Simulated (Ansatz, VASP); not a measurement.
## HfN: VASP beside Ansatz

File INCAR:

```
  ALGO = Normal
  EDIFF = 1E-6
  ENCUT = 520
  GGA = PE
  ISIF = 2
  ISMEAR = 0
  LASPH = T
  LCHARG = F
  LREAL = F
  LWAVE = F
  NBANDS = 14
  NELM = 60
  PREC = Accurate
  SIGMA = 0.15
```

File KPOINTS:

```
k-points
0
Gamma
  20 20 20
```

Contents of POSCAR:

```
HfN
1.0
   -0.4895572879      2.0426355806      2.0426355806
    2.0426355806     -0.4895572879      2.0426355806
    2.0426355806      2.0426355806     -0.4895572879
Hf N
1 1
Direct
    0.0000000000      0.0000000000      0.0000000000
    0.5000000000      0.5000000000      0.5000000000
```

Input for Ansatz:

```yaml
crystal:
  lattice:
    - [-0.4895572879, 2.0426355806, 2.0426355806]
    - [2.0426355806, -0.4895572879, 2.0426355806]
    - [2.0426355806, 2.0426355806, -0.4895572879]
  atoms:
    - { symbol: Hf, position: [0.0, 0.0, 0.0] }
    - { symbol: "N", position: [0.5, 0.5, 0.5] }
basis:
  ecutwfc: 420
kpoints:
  mp_grid: { grid: [20, 20, 20] }
hamiltonian:
  xc: pbe
scf:
  occupations: { method: gaussian, width: 0.15 }
output:
  forces: true
  stress: true
  eigenvalues: true
```

Alike in both runs: task single point; functional PBE; k mesh 20 × 20 × 20; occupations gaussian, width 0.15 eV; no spin polarisation.

|  | VASP | Ansatz |
| --- | --- | --- |
| version | VASP 6.6.1 | Ansatz 0.2.0 |
| potentials or method | VASP PAW PBE potentials, release 64 (Hf_pv, N), cutoff 520 eV | scalar-relativistic, plane waves, PAW |
| valence electrons in the cell | 15 | 31 |

```tsv
	VASP	Ansatz	Ansatz less VASP
gap on the k mesh at the Fermi level (eV)	none	none	-
pressure (GPa)	1.8	4.1	+2.38
traceless stress, the component that is largest in VASP (GPa)	18.45	18.24	-0.205
```

A gap of «none» marks a metal or a gap that the smearing closes. VASP's potentials hold 15 valence electrons a cell and Ansatz's 31, so a difference there can come from the potentials and not from the codes.

Spin-orbit coupling is off throughout.
